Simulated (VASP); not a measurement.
Crystal: Al2BAs2.

```xyz
5
Lattice="3.5334 0.0000 0.0000 0.0000 3.5334 0.0000 0.0000 0.0000 7.2523" Properties=species:S:1:pos:R:3 pbc="T T T"
Al    1.7667    0.0000    0.8312
Al    0.0000    1.7667    0.8312
B     1.7667    1.7667    1.7135
As    1.7667    0.0000    4.8165
As    0.0000    1.7667    4.8165
```

The cell was generated, and may not be a known phase.

| Item | Value |
| --- | --- |
| Program | VASP 6.6.1 |
| Task | relaxation of cell and atoms |
| Functional | PBE |
| Potentials or basis | VASP PAW PBE potentials, release 64 (Al, B, As) |
| Cutoff | 600 eV |
| k mesh | 6 × 6 × 4 |
| Occupations | gaussian, width 0.1 eV |
| Spin | no spin polarisation |

At the start: pressure 14.8 GPa; volume 18.11 Å³/atom.

**Question.** How do energy, volume and symmetry change on relaxing?

**Answer.** Over 20 steps the energy falls by 407.2 meV/atom and the volume is 17.53 Å³/atom (-3.2 %); space group P4mm (No. 99, to 0.1 Å) before and after.

Step by step:
```csv
step,energy change (eV),largest force (eV/Å),pressure (GPa),volume (Å³)
1,0.0000,1.1936,14.80,90.54
2,-0.8604,1.0000,-9.18,113.41
3,-1.1052,0.4674,-3.53,104.73
4,-1.4602,0.4924,-3.40,100.27
5,-1.7829,1.2915,5.88,85.99
6,-1.8455,0.3372,-1.87,94.10
7,-1.9643,0.2598,1.02,90.10
8,-1.9647,0.2748,1.31,89.78
9,-1.9811,0.3086,-0.64,91.36
10,-1.9820,0.2971,-0.30,91.07
11,-1.9992,0.1717,-0.85,91.00
12,-2.0104,0.1560,-1.71,90.86
13,-2.0185,0.1746,-1.27,90.08
14,-2.0264,0.1952,-0.34,88.62
15,-2.0267,0.2028,-0.11,88.27
16,-2.0307,0.1556,-0.09,88.20
17,-2.0335,0.0792,-0.04,88.06
18,-2.0341,0.0732,-0.01,88.02
19,-2.0353,0.0537,0.06,87.89
20,-2.0360,0.0142,0.21,87.64
```

Final structure:
```
CELL_PARAMETERS angstrom
3.94502 0.00000 0.00000
0.00000 3.94502 0.00000
0.00000 0.00000 5.63124
ATOMIC_POSITIONS crystal
Al 0.50000 0.00000 0.11407
Al 0.00000 0.50000 0.11407
B 0.50000 0.50000 0.25421
As 0.50000 0.00000 0.65571
As 0.00000 0.50000 0.65571
```

Caveat: a cell axis changed by over 15 % at a fixed basis, so the end point is rough.
